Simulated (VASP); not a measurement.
# CO2 (I-42d) in VASP: settings compared

Aim: see how the results for CO2 move with the level of theory and the settings. Levels: PBE-based screened hybrid with 75 % exact exchange, HSE06. Tasks: single point.

Program: VASP 6.6.1. These are calculated values, not measurements. Logs are shortened: lines on timing, memory, paths and dates and some standing lists are left out, and cuts for length are marked.

### 1 The cell of the first run

It takes space group I-42d (No. 122, tetragonal). The conventional cell has a = 3.910 Å, b = 3.910 Å, c = 5.935 Å, α = 90.00°, β = 90.00°, γ = 90.00°. C (site symmetry -4) has 4 O at 1.39 Å within 1.9 Å. Within 1.9 Å of O (site symmetry 2) lie 2 C at 1.39 Å.

### 2 Single point, PBE-based screened hybrid with 75 % exact exchange

File POSCAR:

```
CO2
1.0
   -1.9548127153      1.9548127153      2.9673315043
    1.9548127153     -1.9548127153      2.9673315043
    1.9548127153      1.9548127153     -2.9673315043
C O
2 4
Direct
    0.0000000000      0.0000000000      0.0000000000
    0.7500000000      0.2500000000      0.5000000000
    0.3750000000      0.2923507872      0.4173507872
    0.7076492128      0.1250000000      0.0826492128
    0.8750000000      0.9576492128      0.5826492128
    0.0423507872      0.6250000000      0.9173507872
```

File INCAR.step1:

```
SYSTEM = CO2
ALGO = Normal
EDIFF = 1E-5
ENCUT = 520
GGA = PE
ISIF = 2
ISMEAR = 0
LASPH = .TRUE.
LREAL = .FALSE.
LWAVE = .TRUE.
NBANDS = 25
NELM = 100
PREC = Accurate
SIGMA = 0.01
```

File INCAR.step2:

```
SYSTEM = CO2
AEXX = 0.75
ALGO = Normal
EDIFF = 1E-6
ENCUT = 520
GGA = PE
HFSCREEN = 0.1
ISIF = 2
ISMEAR = 0
ISTART = 1
LASPH = .TRUE.
LCHARG = .TRUE.
LELF = .TRUE.
LHFCALC = .TRUE.
LREAL = .FALSE.
LVHAR = .TRUE.
LWAVE = .FALSE.
NBANDS = 25
NELM = 100
PREC = Accurate
PRECFOCK = Fast
SIGMA = 0.01
```

File KPOINTS:

```
k-points
0
G
  4 4 4
  0 0 0
```

Potentials or basis: VASP PAW PBE potentials, release 64 (C, O).

On the command line:

```sh
$ cat potpaw_PBE.64/C/POTCAR potpaw_PBE.64/O/POTCAR > POTCAR
$ cp INCAR.step1 INCAR
$ mpirun -np 1 vasp_std > vasp.out
$ cp INCAR.step2 INCAR
$ mpirun -np 1 vasp_std > vasp.out
```

OUTCAR:

```text
SYSTEM = CO2
   AEXX = 0.75
   EDIFF = 1E-6
   ENCUT = 520
   GGA = PE
   HFSCREEN = 0.1
   ISIF = 2
   ISMEAR = 0
   ISTART = 1
   LASPH = .TRUE.
   LHFCALC = .TRUE.
   LREAL = .FALSE.
   NELM = 100
   PREC = Accurate
   PRECFOCK = Fast

 ion  position               nearest neighbor table
   1  0.000  0.000  0.000-   3 1.39   4 1.39   5 1.39   6 1.39
   2  0.750  0.250  0.500-   3 1.39   4 1.39   5 1.39   6 1.39
   3  0.375  0.292  0.417-   1 1.39   2 1.39
   4  0.708  0.125  0.083-   1 1.39   2 1.39
   5  0.875  0.958  0.583-   1 1.39   2 1.39
   6  0.042  0.625  0.917-   1 1.39   2 1.39

  LATTYP: Found a body centered tetragonal cell.
 ALAT       =     3.9096254306
 C/A-ratio  =     1.5179620437

  Lattice vectors:

 A1 = (  -1.9548127153,   1.9548127153,   2.9673315043)
 A2 = (   1.9548127153,  -1.9548127153,   2.9673315043)
 A3 = (   1.9548127153,   1.9548127153,  -2.9673315043)

Analysis of symmetry for initial positions (statically):
=====================================================================
 Subroutine PRICEL returns:
 Original cell was already a primitive cell.

 Routine SETGRP: Setting up the symmetry group for a
 body centered tetragonal supercell.

 Subroutine GETGRP returns: Found  8 space group operations
 (whereof  4 operations were pure point group operations)
 out of a pool of 16 trial point group operations.

The static configuration has the point symmetry S_4 .
 The point group associated with its full space group is D_2d.

Analysis of symmetry for dynamics (positions and initial velocities):
=====================================================================
 Subroutine PRICEL returns:
 Original cell was already a primitive cell.

 Routine SETGRP: Setting up the symmetry group for a
 body centered tetragonal supercell.

 Subroutine GETGRP returns: Found  8 space group operations
 (whereof  4 operations were pure point group operations)
 out of a pool of 16 trial point group operations.

The dynamic configuration has the point symmetry S_4 .
 The point group associated with its full space group is D_2d.

 Subroutine INISYM returns: Found  8 space group operations
 (whereof  4 operations are pure point group operations),
 and found     1 'primitive' translations

----------------------------------------------------------------------------------------
[... 98 lines left out ...]
   TEBEG  =    0.0;   TEEND  =   0.0 temperature during run
   PSTRESS=    0.0 pullay stress
   NELECT =      32.0000    total number of electrons
   NUPDOWN=      -1.0000    fix difference up-down
   EMIN   =  10.00;   EMAX   =-10.00  energy-range for DOS
   EFERMI =   0.00;   METHOD = LEGACY
   ISMEAR =     0;   SIGMA  =   0.01  broadening in eV -4-tet -1-fermi 0-gaus
   EFERMI_NEDOS =   21; number of points for ismear=-14 and -15
   IALGO  =     38    algorithm
   IMIX   =      1    mixing-type and parameters
     AMIX     =   0.40;   BMIX     =  1.00
     AMIX_MAG =   1.60;   BMIX_MAG =  1.00
  volume/ion in A,a.u.               =       7.56        51.01
  Fermi-wavevector in a.u.,A,eV,Ry     =   1.457402  2.754090 28.899055  2.124021
  Thomas-Fermi vector in A             =   2.574208
   LORBIT       =      0    0 simple, 1 ext, 2 COOP (PROOUT), +10 PAW based schemes
   GGA     = PE    functional components
   LHFCALC =     T    Hartree Fock is set to
   PRECFOCK=fast      Normal, Fast or Accurate (Low or Medium for compatibility)
   ENCUT4O =  -1.0   cutoff for four orbital integrals eV
   NKREDX  =     1    reduce k-point grid by
   NKREDY  =     1    reduce k-point grid by
   NKREDZ  =     1    reduce k-point grid by
   AEXX    =    0.7500 exact exchange contribution
   HFSCREEN=    0.1000 screening length (either q_TF or 0.3 A-1)
   HFSCREENC=   0.1000 screening length for correlation (either q_TF or 0.3 A-1)
   ENCUTFOCK=  -1.0 apply spherical cutoff to Coloumb kernel
   IVDW    =     0    specifies the selected vdW correction
   LEPSILON=     F    determine dielectric tensor
   LRPA    =     F    only Hartree local field effects (RPA)
 non-spin polarized calculation
 Gauss-broadening in eV      SIGMA  =   0.01
  energy-cutoff  :      520.00
  volume of cell :       45.36
 maximum number of plane-waves:      1234
  NGX = 18; NGY = 18; NGZ = 18

 number of electron      31.9999977 magnetization

 Free energy of the ion-electron system (eV)
  ---------------------------------------------------
  ext. energy  EPLUGINS =         0.00000000
  ---------------------------------------------------
  free energy    TOTEN  =       -83.57151540 eV

  energy without entropy =      -83.57151540  energy(sigma->0) =      -83.57151540

 E-fermi :  -2.3579     XC(G=0):  -4.5494

 val. band max:       -2.4841928300   @ k =   0.5000   0.0000  -0.0000
 cond. band min:      13.0994071506   @ k =   0.0000   0.0000   0.0000
 fundamental gap:     15.5835999805
 Fermi energy:        -2.3579075124

 k-point     1 :       0.0000    0.0000    0.0000
  band No.  band energies     occupation
      1     -31.9815      2.00000
      2     -25.8273      2.00000
      3     -25.8273      2.00000
      4     -24.9538      2.00000
      5     -19.4658      2.00000
      6     -13.1919      2.00000
[... 353 lines left out ...]
     24      21.8316      0.00000
     25      21.8316      0.00000

------------------------ aborting loop because EDIFF is reached ----------------------------------------

  FORCE on cell =-STRESS in cart. coord.  units (eV):
  Direction    XX          YY          ZZ          XY          YZ          ZX
  --------------------------------------------------------------------------------------
  -------------------------------------------------------------------------------------
  Total       -6.8140245     -6.8140245     -5.2982330      0.0000000      0.0000000      0.0000000
  in kB     -240.7010053   -240.7010053   -187.1566498      0.0000000      0.0000000      0.0000000
  external PRESSURE =    -222.8528868 kB  Pullay stress =       0.0000000 kB

 VOLUME and BASIS-vectors are now :
 -----------------------------------------------------------------------------
  energy-cutoff  :      520.00
  volume of cell :       45.36
      direct lattice vectors                 reciprocal lattice vectors
    -1.954812715  1.954812715  2.967331504     0.000000000  0.255778979  0.168501564
     1.954812715 -1.954812715  2.967331504     0.255778979  0.000000000  0.168501564
     1.954812715  1.954812715 -2.967331504     0.255778979  0.255778979  0.000000000

 POSITION                                       TOTAL-FORCE (eV/Angst)
 -----------------------------------------------------------------------------------
      0.00000      0.00000      0.00000        -0.000000     -0.000000     -0.000000
      0.00000      1.95481      1.48367        -0.000000     -0.000000      0.000000
      0.65428      0.97741      0.74183        -1.469342     -0.000000      0.000000
     -0.97741      1.30053      2.22550        -0.000000      1.469342      0.000000
      1.30053      0.97741      3.70916         1.469342     -0.000000      0.000000
      2.93222      0.65428     -0.74183        -0.000000     -1.469342      0.000000
 -----------------------------------------------------------------------------------
    total drift:                                0.000006      0.000002      0.000001

  FREE ENERGIE OF THE ION-ELECTRON SYSTEM (eV)
  ---------------------------------------------------
  free  energy   TOTEN  =       -83.5715154019 eV

  energy  without entropy=      -83.5715154019  energy(sigma->0) =      -83.57151540
```

OSZICAR.step1:

```text
N       E                     dE             d eps       ncg     rms          rms(c)
DAV:   1     0.148971987518E+03    0.14897E+03   -0.19000E+04   650   0.129E+03
DAV:   2    -0.386883894954E+02   -0.18766E+03   -0.18050E+03   797   0.299E+02
DAV:   3    -0.463420109541E+02   -0.76536E+01   -0.75983E+01   860   0.589E+01
DAV:   4    -0.464086863987E+02   -0.66675E-01   -0.66623E-01   771   0.615E+00
DAV:   5    -0.464093439874E+02   -0.65759E-03   -0.65740E-03   855   0.571E-01    0.131E+01
DAV:   6    -0.434045525142E+02    0.30048E+01   -0.61507E+00   790   0.204E+01    0.524E+00
DAV:   7    -0.433893749214E+02    0.15178E-01   -0.71947E-01   807   0.580E+00    0.293E+00
DAV:   8    -0.433830389613E+02    0.63360E-02   -0.68155E-02   757   0.240E+00    0.560E-01
DAV:   9    -0.433791508807E+02    0.38881E-02   -0.14838E-02   783   0.106E+00    0.208E-01
DAV:  10    -0.433793650538E+02   -0.21417E-03   -0.23890E-03   856   0.346E-01    0.706E-02
DAV:  11    -0.433793213027E+02    0.43751E-04   -0.19094E-04   760   0.112E-01    0.177E-02
DAV:  12    -0.433793295915E+02   -0.82887E-05   -0.21546E-05   555   0.357E-02
   1 F= -.43379330E+02 E0= -.43379330E+02  d E =-.945174E-37
```

Wall time 16 min (1 thread of Intel Xeon Platinum 8488C (Sapphire Rapids), shared host); peak memory 0.27 GiB.

Results:

```
Free energy            : -83.5715 eV
Pressure               : -22.3 GPa
Largest force          : 1.469 eV/Å
Band gap on the k mesh : 15.58 eV (least direct gap 15.68 eV)
```

Forces in eV/Å, atoms in the order of the input:
```
C    0.000  0.000  0.000
C    0.000  0.000  0.000
O   -1.469  0.000  0.000
O    0.000  1.469  0.000
O    1.469  0.000  0.000
O    0.000 -1.469  0.000
```

Stress tensor (GPa, compression positive):
```
-24.07   0.00   0.00
  0.00 -24.07   0.00
  0.00   0.00 -18.72
```

Caveat: the k points lie up to 0.48 Å⁻¹ apart; the PAW data sets were made with another functional, which shifts forces and pressure a little. A k mesh can miss the band edges.

### 3 Single point, HSE06

POSCAR is that of step 2.

File INCAR.step1:

```
PREC = Accurate
ENCUT = 520
EDIFF = 1E-5
ISMEAR = 1
SIGMA = 0.2
LREAL = False
LASPH = True
NELM = 60
ALGO = Normal
ISIF = 2
LWAVE = True
NBANDS = 25
GGA = PE
```

File INCAR.step2:

```
PREC = Accurate
ENCUT = 520
EDIFF = 1E-6
ISMEAR = 1
SIGMA = 0.2
LREAL = False
LASPH = True
NELM = 60
ALGO = Normal
ISIF = 2
LWAVE = False
LCHARG = True
GGA = PE
LHFCALC = True
HFSCREEN = 0.2079
PRECFOCK = Fast
LELF = True
LVHAR = True
NBANDS = 25
ISTART = 1
```

File KPOINTS:

```
regular mesh
0
Gamma
  4 4 4
```

Potentials or basis: VASP PAW PBE potentials, release 64 (C, O).

On the command line:

```sh
$ cat potpaw_PBE.64/C/POTCAR potpaw_PBE.64/O/POTCAR > POTCAR
$ cp INCAR.step1 INCAR
$ mpirun -np 1 vasp_std > vasp.out
$ cp INCAR.step2 INCAR
$ mpirun -np 1 vasp_std > vasp.out
```

OUTCAR:

```text
PREC = Accurate
   ENCUT = 520
   EDIFF = 1E-6
   ISMEAR = 1
   LREAL = False
   LASPH = True
   NELM = 60
   ISIF = 2
   GGA = PE
   LHFCALC = True
   HFSCREEN = 0.2079
   PRECFOCK = Fast
   ISTART = 1

 ion  position               nearest neighbor table
   1  0.000  0.000  0.000-   3 1.39   4 1.39   5 1.39   6 1.39
   2  0.750  0.250  0.500-   3 1.39   4 1.39   5 1.39   6 1.39
   3  0.375  0.292  0.417-   1 1.39   2 1.39
   4  0.708  0.125  0.083-   1 1.39   2 1.39
   5  0.875  0.958  0.583-   1 1.39   2 1.39
   6  0.042  0.625  0.917-   1 1.39   2 1.39

  LATTYP: Found a body centered tetragonal cell.
 ALAT       =     3.9096254306
 C/A-ratio  =     1.5179620437

  Lattice vectors:

 A1 = (  -1.9548127153,   1.9548127153,   2.9673315043)
 A2 = (   1.9548127153,  -1.9548127153,   2.9673315043)
 A3 = (   1.9548127153,   1.9548127153,  -2.9673315043)

Analysis of symmetry for initial positions (statically):
=====================================================================
 Subroutine PRICEL returns:
 Original cell was already a primitive cell.

 Routine SETGRP: Setting up the symmetry group for a
 body centered tetragonal supercell.

 Subroutine GETGRP returns: Found  8 space group operations
 (whereof  4 operations were pure point group operations)
 out of a pool of 16 trial point group operations.

The static configuration has the point symmetry S_4 .
 The point group associated with its full space group is D_2d.

Analysis of symmetry for dynamics (positions and initial velocities):
=====================================================================
 Subroutine PRICEL returns:
[... 130 lines left out ...]
   LORBIT       =      0    0 simple, 1 ext, 2 COOP (PROOUT), +10 PAW based schemes
   GGA     = PE    functional components
   LHFCALC =     T    Hartree Fock is set to
   PRECFOCK=fast      Normal, Fast or Accurate (Low or Medium for compatibility)
   ENCUT4O =  -1.0   cutoff for four orbital integrals eV
   NKREDX  =     1    reduce k-point grid by
   NKREDY  =     1    reduce k-point grid by
   NKREDZ  =     1    reduce k-point grid by
   AEXX    =    0.2500 exact exchange contribution
   HFSCREEN=    0.2079 screening length (either q_TF or 0.3 A-1)
   HFSCREENC=   0.2079 screening length for correlation (either q_TF or 0.3 A-1)
   ENCUTFOCK=  -1.0 apply spherical cutoff to Coloumb kernel
   IVDW    =     0    specifies the selected vdW correction
   LEPSILON=     F    determine dielectric tensor
   LRPA    =     F    only Hartree local field effects (RPA)
 non-spin polarized calculation
 Methfessel and Paxton  Order N= 1 SIGMA  =   0.20
  energy-cutoff  :      520.00
  volume of cell :       45.36
 maximum number of plane-waves:      1234
  NGX = 18; NGY = 18; NGZ = 18

 number of electron      31.9999977 magnetization

 Free energy of the ion-electron system (eV)
  ---------------------------------------------------
  ext. energy  EPLUGINS =         0.00000000
  ---------------------------------------------------
  free energy    TOTEN  =       -54.81840800 eV

  energy without entropy =      -54.82104392  energy(sigma->0) =      -54.81928664

 E-fermi :   1.2336     XC(G=0):  -9.2181

 val. band max:        1.0996377517   @ k =   0.5000   0.0000  -0.0000
 cond. band min:      11.0009899943   @ k =   0.0000   0.0000   0.0000
 fundamental gap:      9.9013522427
 Fermi energy:         1.2335840850

 k-point     1 :       0.0000    0.0000    0.0000
  band No.  band energies     occupation
      1     -24.9541      2.00000
      2     -19.4065      2.00000
      3     -19.4065      2.00000
      4     -18.6503      2.00000
      5     -14.4025      2.00000
      6      -9.0517      2.00000
[... 353 lines left out ...]
     24      18.4315      0.00000
     25      19.3186      0.00000

------------------------ aborting loop because EDIFF is reached ----------------------------------------

  FORCE on cell =-STRESS in cart. coord.  units (eV):
  Direction    XX          YY          ZZ          XY          YZ          ZX
  --------------------------------------------------------------------------------------
  -------------------------------------------------------------------------------------
  Total       -0.6512420     -0.6512420     -0.2457845      0.0000000      0.0000000      0.0000000
  in kB      -23.0047019    -23.0047019     -8.6821795      0.0000000      0.0000000      0.0000000
  external PRESSURE =     -18.2305278 kB  Pullay stress =       0.0000000 kB

 VOLUME and BASIS-vectors are now :
 -----------------------------------------------------------------------------
  energy-cutoff  :      520.00
  volume of cell :       45.36
      direct lattice vectors                 reciprocal lattice vectors
    -1.954812715  1.954812715  2.967331504     0.000000000  0.255778979  0.168501564
     1.954812715 -1.954812715  2.967331504     0.255778979  0.000000000  0.168501564
     1.954812715  1.954812715 -2.967331504     0.255778979  0.255778979  0.000000000

 POSITION                                       TOTAL-FORCE (eV/Angst)
 -----------------------------------------------------------------------------------
      0.00000      0.00000      0.00000        -0.000000     -0.000000      0.000000
      0.00000      1.95481      1.48367        -0.000000      0.000000      0.000000
      0.65428      0.97741      0.74183        -0.308068      0.000000      0.000000
     -0.97741      1.30053      2.22550        -0.000000      0.308068      0.000000
      1.30053      0.97741      3.70916         0.308068      0.000000      0.000000
      2.93222      0.65428     -0.74183        -0.000000     -0.308068      0.000000
 -----------------------------------------------------------------------------------
    total drift:                                0.000004      0.000003      0.000002

  FREE ENERGIE OF THE ION-ELECTRON SYSTEM (eV)
  ---------------------------------------------------
  free  energy   TOTEN  =       -54.8184080026 eV

  energy  without entropy=      -54.8210439241  energy(sigma->0) =      -54.81928664
```

Wall time 11 min (1 thread of Intel Xeon Platinum 8488C (Sapphire Rapids), shared host); peak memory 0.27 GiB.

Results:

```yaml
Free_energy: -54.8184 eV
Pressure: -1.8 GPa
Largest_force: 0.308 eV/Å
Band_gap_on_the_k_mesh: 9.90 eV (least direct gap 10.23 eV)
```

Forces on the atoms (eV/Å):
```
C    0.000  0.000  0.000
C    0.000  0.000  0.000
O   -0.308  0.000  0.000
O    0.000  0.308  0.000
O    0.308  0.000  0.000
O    0.000 -0.308  0.000
```

Caveat: the k points lie up to 0.48 Å⁻¹ apart; the PAW data sets were made with another functional, which shifts forces and pressure a little. A k mesh can miss the band edges.
